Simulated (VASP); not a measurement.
# TiAl2 (Cmmm) in VASP: a series of runs

The runs below take TiAl2 through single point, relaxation of shape and atoms at fixed volume, with PBEsol.

Everything below comes from runs of VASP 6.6.1. Logs are shortened: lines on timing, memory, paths and dates and some standing lists are left out, and cuts for length are marked.

**1. The cell of the first run**

It takes space group Cmmm (No. 65, orthorhombic). Conventional cell: a = 3.745 Å, b = 11.570 Å, c = 4.087 Å, α = 90.00°, β = 90.00°, γ = 90.00°. Ti (site symmetry m2m) has 10 Al at 2.62 to 2.84 Å and 2 Ti at 2.83 Å within 3.5 Å. Al (site symmetry mmm) has 4 Ti at 2.62 Å and 8 Al at 2.77 to 2.85 Å within 3.5 Å. Within 3.4 Å of Al (site symmetry m2m) lie 6 Al at 2.61 to 2.85 Å and 6 Ti at 2.78 to 2.84 Å. Al (site symmetry mmm) has 8 Al at 2.73 to 2.77 Å and 4 Ti at 2.74 Å within 3.6 Å.

**2. Single point, PBEsol (biaxial strain in the a-b plane: -4.0 %, then relaxed in part)**

The input, INCAR:

```
  ALGO = Fast
  EDIFF = 1E-7
  ENCUT = 520
  GGA = PS
  ISIF = 2
  ISMEAR = 0
  LASPH = T
  LCHARG = T
  LELF = T
  LREAL = F
  LVHAR = T
  LWAVE = F
  NBANDS = 48
  NELM = 100
  PREC = Accurate
  SIGMA = 0.1
```

The input, KPOINTS:

```
k-points
0
Gamma
  10 4 10
```

The input, POSCAR:

```
TiAl2
1.0
    3.7446411635      0.0000000000      0.0000000000
    0.0000000000     11.5704512102      0.0000000000
    0.0000000000      0.0000000000      4.0867112562
Ti Al
4 8
Direct
    0.5000000000      0.8416842153      0.0000000000
    0.0000000000      0.6583157847      0.0000000000
    0.0000000000      0.3416842153      0.0000000000
    0.5000000000      0.1583157847      0.0000000000
    0.0000000000      0.0000000000      0.0000000000
    0.5000000000      0.6714615259      0.5000000000
    0.0000000000      0.8285384741      0.5000000000
    0.5000000000      0.0000000000      0.5000000000
    0.5000000000      0.5000000000      0.0000000000
    0.0000000000      0.1714615259      0.5000000000
    0.5000000000      0.3285384741      0.5000000000
    0.0000000000      0.5000000000      0.5000000000
```

Potentials or basis: VASP PAW PBE potentials, release 64 (Ti_sv, Al).

The run is started by

```
$ cat potpaw_PBE.64/Ti_sv/POTCAR potpaw_PBE.64/Al/POTCAR > POTCAR
$ mpirun -np 1 vasp_std > vasp.out
```

OUTCAR:

```text
EDIFF = 1E-7
   ENCUT = 520
   GGA = PS
   ISIF = 2
   ISMEAR = 0
   LASPH = T
   LREAL = F
   NELM = 100
   PREC = Accurate

 ion  position               nearest neighbor table
   1  0.500  0.842  0.000-   5 2.62   5 2.62   8 2.74   8 2.74   7 2.78   7 2.78   7 2.78   7 2.78
                             2 2.83   2 2.83   6 2.84   6 2.84
   2  0.000  0.658  0.000-   9 2.62   9 2.62  12 2.74  12 2.74   6 2.78   6 2.78   6 2.78   6 2.78
                             1 2.83   1 2.83   7 2.84   7 2.84
   3  0.000  0.342  0.000-   9 2.62   9 2.62  12 2.74  12 2.74  11 2.78  11 2.78  11 2.78  11 2.78
                             4 2.83   4 2.83  10 2.84  10 2.84
   4  0.500  0.158  0.000-   5 2.62   5 2.62   8 2.74   8 2.74  10 2.78  10 2.78  10 2.78  10 2.78
                             3 2.83   3 2.83  11 2.84  11 2.84
   5  0.000  0.000  0.000-   1 2.62   4 2.62   1 2.62   4 2.62   8 2.77   8 2.77   8 2.77   8 2.77
                            10 2.85   7 2.85   7 2.85  10 2.85
   6  0.500  0.671  0.500-   7 2.61   7 2.61  12 2.73  12 2.73   2 2.78   2 2.78   2 2.78   2 2.78
                             1 2.84   1 2.84   9 2.85   9 2.85
   7  0.000  0.829  0.500-   6 2.61   6 2.61   8 2.73   8 2.73   1 2.78   1 2.78   1 2.78   1 2.78
                             2 2.84   2 2.84   5 2.85   5 2.85
   8  0.500  0.000  0.500-   7 2.73  10 2.73   7 2.73  10 2.73   1 2.74   4 2.74   1 2.74   4 2.74
                             5 2.77   5 2.77   5 2.77   5 2.77
   9  0.500  0.500  0.000-   2 2.62   3 2.62   2 2.62   3 2.62  12 2.77  12 2.77  12 2.77  12 2.77
                             6 2.85   6 2.85  11 2.85  11 2.85
  10  0.000  0.171  0.500-  11 2.61  11 2.61   8 2.73   8 2.73   4 2.78   4 2.78   4 2.78   4 2.78
                             3 2.84   3 2.84   5 2.85   5 2.85
  11  0.500  0.329  0.500-  10 2.61  10 2.61  12 2.73  12 2.73   3 2.78   3 2.78   3 2.78   3 2.78
                             4 2.84   4 2.84   9 2.85   9 2.85
  12  0.000  0.500  0.500-   6 2.73  11 2.73   6 2.73  11 2.73   2 2.74   3 2.74   2 2.74   3 2.74
                             9 2.77   9 2.77   9 2.77   9 2.77

  LATTYP: Found a simple orthorhombic cell.
 ALAT       =     3.7446411635
 B/A-ratio  =     1.0913492315
 C/A-ratio  =     3.0898691503

  Lattice vectors:

 A1 = (  -3.7446411635,   0.0000000000,   0.0000000000)
 A2 = (   0.0000000000,   0.0000000000,   4.0867112562)
 A3 = (   0.0000000000,  11.5704512102,   0.0000000000)

Analysis of symmetry for initial positions (statically):
=====================================================================
 Subroutine PRICEL returns following result:

  LATTYP: Found a base centered orthorhombic cell.
 ALAT       =     3.7446411635
 B/A-ratio  =     3.0898691503
 C/A-ratio  =     1.0913492315

  Lattice vectors:

 A1 = (  -1.8723205817,   5.7852256051,   0.0000000000)
 A2 = (  -1.8723205817,  -5.7852256051,   0.0000000000)
 A3 = (   0.0000000000,   0.0000000000,   4.0867112562)

   2 primitive cells build up your supercell.

 Routine SETGRP: Setting up the symmetry group for a
 simple orthorhombic supercell.

 Subroutine GETGRP returns: Found  8 space group operations
 (whereof  8 operations were pure point group operations)
 out of a pool of  8 trial point group operations.

The static configuration has the point symmetry D_2h.

Analysis of symmetry for dynamics (positions and initial velocities):
=====================================================================
 Subroutine PRICEL returns following result:

  LATTYP: Found a base centered orthorhombic cell.
 ALAT       =     3.7446411635
 B/A-ratio  =     3.0898691503
 C/A-ratio  =     1.0913492315

  Lattice vectors:

 A1 = (  -1.8723205817,   5.7852256051,   0.0000000000)
 A2 = (  -1.8723205817,  -5.7852256051,   0.0000000000)
 A3 = (   0.0000000000,   0.0000000000,   4.0867112562)

   2 primitive cells build up your supercell.

 Routine SETGRP: Setting up the symmetry group for a
 simple orthorhombic supercell.

 Subroutine GETGRP returns: Found  8 space group operations
 (whereof  8 operations were pure point group operations)
 out of a pool of  8 trial point group operations.

The dynamic configuration has the point symmetry D_2h.

 Subroutine INISYM returns: Found  8 space group operations
[... 35 lines left out ...]

 KPOINTS: k-points

Automatic generation of k-mesh.
 Grid dimensions read from file:
 generate k-points for:   10    4   10

 Generating k-lattice:

  Cartesian coordinates                     Fractional coordinates (reciprocal lattice)
     0.026704828  0.000000000  0.000000000     0.100000000  0.000000000  0.000000000
     0.000000000  0.021606763  0.000000000     0.000000000  0.250000000  0.000000000
     0.000000000  0.000000000  0.024469554     0.000000000  0.000000000  0.100000000

  Length of vectors
     0.026704828  0.021606763  0.024469554

  Shift w.r.t. Gamma in fractional coordinates (k-lattice)
     0.000000000  0.000000000  0.000000000

 Subroutine IBZKPT returns following result:
 ===========================================

 Found    108 irreducible k-points:

 Following reciprocal coordinates:
            Coordinates               Weight
  0.000000  0.000000  0.000000      1.000000
  0.100000  0.000000  0.000000      2.000000
  0.200000  0.000000  0.000000      2.000000
  0.300000  0.000000  0.000000      2.000000
  0.400000  0.000000  0.000000      2.000000
  0.500000  0.000000  0.000000      1.000000
[... 16 lines left out ...]
  0.400000  0.000000  0.100000      4.000000
  0.500000  0.000000  0.100000      2.000000
 [... further k-points ...]
   k-points           NKPTS =    108   k-points in BZ     NKDIM =    108   number of bands    NBANDS=     48
   number of dos      NEDOS =    301   number of ions     NIONS =     12
   total plane-waves  NPLWV =  75600
   dimension x,y,z NGX =    28 NGY =   90 NGZ =   30
   dimension x,y,z NGXF=    56 NGYF=  180 NGZF=   60
   ions per type =               4   8
   NGX,Y,Z   is equivalent  to a cutoff of  12.43, 12.93, 12.20 a.u.
   NGXF,Y,Z  is equivalent  to a cutoff of  24.86, 25.86, 24.41 a.u.
 SYSTEM =  unknown system
   PREC   = accura    normal or accurate (medium, high low for compatibility)
   ISTART =      0    job   : 0-new  1-cont  2-samecut
   ICHARG =      2    charge: 1-file 2-atom 10-const
   ISPIN  =      1    spin polarized calculation?
   LNONCOLLINEAR =      F non collinear calculations
   LSORBIT =      F    spin-orbit coupling
   LASPH  =      T    aspherical Exc in radial PAW
   ENCUT  =  520.0 eV  38.22 Ry    6.18 a.u.   6.96 21.51  7.60*2*pi/ulx,y,z
   NELM   =    100;   NELMIN=  2; NELMDL= -5     # of ELM steps
   EDIFF  = 0.1E-06   stopping-criterion for ELM
   LREAL  =      F    real-space projection
   EDIFFG = 0.1E-05   stopping-criterion for IOM
   NSW    =      0    number of steps for IOM
   IBRION =     -1    ionic relax: 0-MD 1-quasi-New 2-CG
   NFREE  =      0    steps in history (QN), initial steepest desc. (CG)
   ISIF   =      2    stress and relaxation
   ISYM   =      2    0-nonsym 1-usesym 2-fastsym
   POTIM  = 0.5000    time-step for ionic-motion
   TEBEG  =    0.0;   TEEND  =   0.0 temperature during run
   PSTRESS=    0.0 pullay stress
   NELECT =      72.0000    total number of electrons
   NUPDOWN=      -1.0000    fix difference up-down
   EMIN   =  10.00;   EMAX   =-10.00  energy-range for DOS
   EFERMI =   0.00;   METHOD = LEGACY
   ISMEAR =     0;   SIGMA  =   0.10  broadening in eV -4-tet -1-fermi 0-gaus
   EFERMI_NEDOS =   21; number of points for ismear=-14 and -15
   IALGO  =     68    algorithm
   IMIX   =      4    mixing-type and parameters
     AMIX     =   0.40;   BMIX     =  1.00
     AMIX_MAG =   1.60;   BMIX_MAG =  1.00
  volume/ion in A,a.u.               =      14.76        99.57
  Fermi-wavevector in a.u.,A,eV,Ry     =   1.212851  2.291956 20.014278  1.471008
  Thomas-Fermi vector in A             =   2.348322
   LORBIT       =      0    0 simple, 1 ext, 2 COOP (PROOUT), +10 PAW based schemes
   GGA     = PS    functional components
   LHFCALC =     F    Hartree Fock is set to
   AEXX    =    0.0000 exact exchange contribution
   IVDW    =     0    specifies the selected vdW correction
   LEPSILON=     F    determine dielectric tensor
   LRPA    =     F    only Hartree local field effects (RPA)
 non-spin polarized calculation
 RMM-DIIS sequential band-by-band and
 Gauss-broadening in eV      SIGMA  =   0.10
  energy-cutoff  :      520.00
  volume of cell :      177.07
 maximum number of plane-waves:      4820
 NGX is ok and might be reduce to    28
   NGX = 13   NGY = 43   NGZ = 15

 number of electron      71.9999989 magnetization

 Free energy of the ion-electron system (eV)
  ---------------------------------------------------
  ext. energy  EPLUGINS =         0.00000000
  ---------------------------------------------------
  free energy    TOTEN  =       -70.82454446 eV

  energy without entropy =      -70.80180037  energy(sigma->0) =      -70.81317242

 E-fermi :   9.2721     XC(G=0): -11.2593

 val. band max:        9.2702279582   @ k =   0.5000   0.2500   0.2000
 cond. band min:       9.2726297151   @ k =   0.0000   0.0000   0.4000
 fundamental gap:      0.0024017569
 Fermi energy:         9.2721096229

 k-point     1 :       0.0000    0.0000    0.0000
  band No.  band energies     occupation
      1     -47.0543      2.00000
      2     -47.0529      2.00000
      3     -46.9976      2.00000
      4     -46.9963      2.00000
      5     -23.5704      2.00000
      6     -23.5683      2.00000
[... 1213 lines left out ...]
     47      11.7201      0.00000
     48      11.7244      0.00000

 [... further k-points ...]
[... 5 lines left out ...]
  --------------------------------------------------------------------------------------
  -------------------------------------------------------------------------------------
  Total       11.5918811     12.4587638      0.1250251      0.0000000      0.0000000     -0.0000000
  in kB      104.8890241    112.7330036      1.1312880      0.0000000      0.0000000     -0.0000000
  external PRESSURE =      72.9177719 kB  Pullay stress =       0.0000000 kB

 VOLUME and BASIS-vectors are now :
 -----------------------------------------------------------------------------
  energy-cutoff  :      520.00
  volume of cell :      177.07
      direct lattice vectors                 reciprocal lattice vectors
     3.744641163  0.000000000  0.000000000     0.267048285  0.000000000  0.000000000
     0.000000000 11.570451210  0.000000000     0.000000000  0.086427053  0.000000000
     0.000000000  0.000000000  4.086711256     0.000000000  0.000000000  0.244695536

 POSITION                                       TOTAL-FORCE (eV/Angst)
 -----------------------------------------------------------------------------------
      1.87232      9.73867      0.00000        -0.000000     -0.008857     -0.000000
      0.00000      7.61701      0.00000        -0.000000      0.008857     -0.000000
      0.00000      3.95344      0.00000         0.000000     -0.008857     -0.000000
      1.87232      1.83179      0.00000         0.000000      0.008857      0.000000
      0.00000      0.00000      0.00000        -0.000000      0.000000     -0.000000
      1.87232      7.76911      2.04336        -0.000000     -0.004039      0.000000
      0.00000      9.58656      2.04336        -0.000000      0.004039      0.000000
      1.87232      0.00000      2.04336        -0.000000      0.000000     -0.000000
      1.87232      5.78523      0.00000        -0.000000      0.000000     -0.000000
      0.00000      1.98389      2.04336        -0.000000     -0.004039      0.000000
      1.87232      3.80134      2.04336        -0.000000      0.004039     -0.000000
      0.00000      5.78523      2.04336        -0.000000      0.000000     -0.000000
 -----------------------------------------------------------------------------------
    total drift:                                0.000000      0.000000     -0.000000

  FREE ENERGIE OF THE ION-ELECTRON SYSTEM (eV)
  ---------------------------------------------------
  free  energy   TOTEN  =       -70.8245444638 eV

  energy  without entropy=      -70.8018003669  energy(sigma->0) =      -70.81317242
```

It took 38 min on 1 thread of AMD EPYC 9R45 (Zen 5), shared host; peak memory 0.71 GiB.

Results:

```yaml
Free_energy: -70.8245 eV
Pressure: 7.3 GPa
Largest_force: 0.009 eV/Å
Band_gap_on_the_k_mesh: zero (bands 36 and 37 overlap by 1.16 eV)
```

Forces in eV/Å, atoms in the order of the input:
```
Ti   0.000 -0.009  0.000
Ti   0.000  0.009  0.000
Ti   0.000 -0.009  0.000
Ti   0.000  0.009  0.000
Al   0.000  0.000  0.000
Al   0.000 -0.004  0.000
Al   0.000  0.004  0.000
Al   0.000  0.000  0.000
Al   0.000  0.000  0.000
Al   0.000 -0.004  0.000
Al   0.000  0.004  0.000
Al   0.000  0.000  0.000
```

Caveat: the cell differs from its parent crystal (biaxial strain in the a-b plane: -4.0 %, then relaxed in part); the stress differs along the axes, from 0 to 11 GPa; the PAW data sets were made with another functional, which shifts forces and pressure a little.

[end of part 1 of 3]
